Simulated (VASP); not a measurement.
A run of VASP 6.6.1 is set up as follows.

File INCAR:

```
  PREC = Accurate
  ENCUT = 500
  EDIFF = 1E-6
  ISMEAR = 0
  SIGMA = 0.1
  LREAL = False
  LASPH = True
  NELM = 120
  ALGO = Normal
  ISIF = 2
  LWAVE = False
  LCHARG = False
  GGA = PE
  NBANDS = 61
  GGA_COMPAT = False
```

KPOINTS

```
Automatic mesh
0
Gamma
  3 3 4
```

POSCAR

```
AlGa5As6
1.0
    7.0098547370      0.0000000000      0.0000000000
   -3.5049273685      6.0707122791      0.0000000000
    0.0000000000      0.0000000000      6.6632850265
Al Ga As
1 5 6
Direct
    0.0000000000      0.0000000000      0.0005261256
    0.6666666667      0.3333333333      0.0007591520
    0.3333333333      0.6666666667      0.0007591520
    0.3332371399      0.0000000000      0.5012493613
    0.0000000000      0.3332371399      0.5012493613
    0.6667628601      0.6667628601      0.5012493613
    0.0000000000      0.0000000000      0.3737026307
    0.6666666667      0.3333333333      0.3751384387
    0.3333333333      0.6666666667      0.3751384387
    0.3326703093      0.0000000000      0.8754093461
    0.0000000000      0.3326703093      0.8754093461
    0.6673296907      0.6673296907      0.8754093461
```

Potentials or basis: VASP PAW PBE potentials, release 64 (Al, Ga_d, As).

Launch:

```console
$ cat potpaw_PBE.64/Al/POTCAR potpaw_PBE.64/Ga_d/POTCAR potpaw_PBE.64/As/POTCAR > POTCAR
$ mpirun -np 1 vasp_std > vasp.out
```

**Question.** Predict the largest force.

**Answer.** 0.006 eV/Å.

**Question.** What does it give for the band gap on the k mesh?

**Answer.** 0.40 eV.

**Question.** Estimate the pressure.

**Answer.** 0.2 GPa.

Forces on the atoms (eV/Å):
```
Al   0.000  0.000 -0.004
Ga   0.000  0.000 -0.002
Ga   0.000  0.000 -0.002
Ga   0.000  0.000 -0.004
Ga   0.000  0.000 -0.004
Ga   0.000  0.000 -0.004
As   0.000  0.000  0.001
As   0.000  0.000  0.003
As   0.000  0.000  0.003
As  -0.003  0.000  0.005
As   0.002 -0.003  0.005
As   0.002  0.003  0.005
```
